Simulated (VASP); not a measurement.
Write the native input for VASP 6.6.1 that does the following.

```
Task                   : single point
Functional             : PBE
Potentials or basis    : VASP PAW PBE potentials, release 64 (Al, N)
Cutoff                 : 520 eV
k mesh                 : 5 × 3 × 1
Occupations            : gaussian, width 0.1 eV
Spin                   : no spin polarisation
Dipole correction      : yes
Further INCAR settings : LREAL = Auto; ALGO = Normal; EDIFF = 1e-06; NBANDS = 44
```

The structure of Al18N lies in POSCAR:

```
Al18N
1.0
    5.7070863110      0.0000000000      0.0000000000
   -1.4267715777      9.7014842373      0.0000000000
    0.0000000000      0.0000000000     20.2903703481
Al N
18 1
Direct
    0.2662216041      0.0648864163      0.1971378507
    0.7662216041      0.0648864163      0.1971378507
    0.3354806058      0.3419224231      0.2462112388
    0.8354806058      0.3419224231      0.2462112388
    0.1493324061      0.5973296244      0.2560259164
    0.6493324061      0.5973296244      0.2560259164
    0.4631842064      0.8527368258      0.2658405941
    0.9631842064      0.8527368258      0.2658405941
    0.0319772070      0.1277109165      0.3154271774
    0.5319772070      0.1277109165      0.3154271774
    0.0997917582      0.4042231291      0.3707799915
    0.5997917582      0.4042231291      0.3707799915
    0.4144000518      0.6596656508      0.3785021759
    0.9144000518      0.6596656508      0.3785021759
    0.2263076905      0.9110819252      0.3874246333
    0.7263076905      0.9110819252      0.3874246333
    0.2962427210      0.1814071991      0.4332286793
    0.7962427210      0.1814071991      0.4332286793
    0.6712427210      0.6814071991      0.4309204698
```

One way to write it, as run:

INCAR

```
PREC     = Accurate       # precision mode
ENCUT    = 520            # plane-wave cutoff, eV
EDIFF    = 1E-6           # SCF threshold, eV
ISMEAR   = 0              # smearing method
SIGMA    = 0.1            # smearing width, eV
LREAL    = Auto         
LASPH    = True           # aspherical terms in the spheres
NELM     = 100            # most SCF steps
ALGO     = Normal         # electronic algorithm
ISIF     = 2              # what is computed and relaxed
LWAVE    = False          # write WAVECAR
LCHARG   = True           # write CHGCAR
LDIPOL   = True         
IDIPOL   = 3            
DIPOL    = 0.5 0.5 0.323
GGA      = PE             # functional
LELF     = True           # ELF
LVHAR    = True         
LVACPOTAV= True         
NBANDS   = 44             # bands
```

KPOINTS

```
regular mesh
0
Gamma
  5 3 1
```

Potentials or basis: VASP PAW PBE potentials, release 64 (Al, N).

The run is started by

```sh
$ cat potpaw_PBE.64/Al/POTCAR potpaw_PBE.64/N/POTCAR > POTCAR
$ mpirun -np 1 vasp_std > vasp.out
```

Results of the run:

| Property | Result |
| --- | --- |
| Largest force | 1.360 eV/Å |
| Band gap on the k mesh | zero (an odd number of electrons rules out a gap without spin polarisation) |

It took 19 min on 1 thread of Intel(R) Xeon(R) Platinum 8259CL CPU @ 2.50GHz (Skylake/Cascade Lake), with other jobs on the host, peak memory 1.1 GiB.
